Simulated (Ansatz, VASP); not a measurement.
HC4 in VASP and in Ansatz

Contents of INCAR:

```
SYSTEM = HC4
ALGO = Normal
DIPOL = 0.5 0.5 0.241
EDIFF = 1E-6
ENCUT = 520
GGA = PE
GGA_COMPAT = .False.
IDIPOL = 3
ISIF = 2
ISMEAR = 0
IVDW = 12
LASPH = .True.
LCHARG = .False.
LDIPOL = .True.
LREAL = .False.
LWAVE = .False.
NBANDS = 28
NELM = 120
NELMDL = -8
PREC = Accurate
SIGMA = 0.1
```

Contents of KPOINTS:

```
k-points
0
Gamma
  6 6 1
  0 0 0
```

The input POSCAR:

```
HC4
1.0
    4.9314379192      0.0000000000      0.0000000000
   -2.4657189596      4.2707505152      0.0000000000
    0.0000000000      0.0000000000     18.0000000000
C H
8 2
Direct
    0.1666666667      0.3333333333      0.2222222222
    0.1666666667      0.8333333333      0.2222222222
    0.6666666667      0.3333333333      0.2222222222
    0.6666666667      0.8333333333      0.2222222222
    0.3333333333      0.1666666667      0.2222222222
    0.3333333333      0.6666666667      0.2222222222
    0.8333333333      0.1666666667      0.2222222222
    0.8333333333      0.6666666667      0.2222222222
    0.1227633763      0.3772366237      0.3183333333
    0.2105699570      0.2894300430      0.3183333333
```

Input for Ansatz:

```yaml
crystal:
  lattice:
    - [4.9314379195, 0.0, 0.0]
    - [-2.4657189597, 4.2707505154, 0.0]
    - [0.0, 0.0, 18.0]
  atoms:
    - { symbol: C, position: [0.1666666667, 0.3333333333, 0.2222222222] }
    - { symbol: C, position: [0.1666666667, 0.8333333333, 0.2222222222] }
    - { symbol: C, position: [0.6666666667, 0.3333333333, 0.2222222222] }
    - { symbol: C, position: [0.6666666667, 0.8333333333, 0.2222222222] }
    - { symbol: C, position: [0.3333333333, 0.1666666667, 0.2222222222] }
    - { symbol: C, position: [0.3333333333, 0.6666666667, 0.2222222222] }
    - { symbol: C, position: [0.8333333333, 0.1666666667, 0.2222222222] }
    - { symbol: C, position: [0.8333333333, 0.6666666667, 0.2222222222] }
    - { symbol: H, position: [0.1227633763, 0.3772366237, 0.3183333333] }
    - { symbol: H, position: [0.210569957, 0.289430043, 0.3183333333] }
basis:
  ecutwfc: 420
kpoints:
  mp_grid: { grid: [6, 6, 1] }
hamiltonian:
  xc: pbe
  dispersion: d3bj
scf:
  occupations: { method: gaussian, width: 0.1 }
output:
  forces: true
  eigenvalues: true
efield:
  axis: 3
  dipole_correction: true
  ramp_width: 0.04
```

Alike in both runs: task single point; functional PBE; dispersion D3(BJ); k mesh 6 × 6 × 1; occupations gaussian, width 0.1 eV; no spin polarisation.

|  | VASP | Ansatz |
| --- | --- | --- |
| version | VASP 6.6.1 | Ansatz 0.2.0 |
| potentials or method | VASP PAW PBE potentials, release 64 (C, H), cutoff 520 eV | scalar-relativistic, plane waves, PAW |
| valence electrons in the cell | 34 | 34 |

```csv
,VASP,Ansatz,Ansatz less VASP
gap on the k mesh at the Fermi level (eV),0.27,0.27,0.000
least direct gap on the mesh (eV),0.27,0.27,0.000
rms of the force components (eV/Å),0.775,0.775,-0.0003
```

Atom by atom the forces differ by 0.003 eV/Å (rms over components).
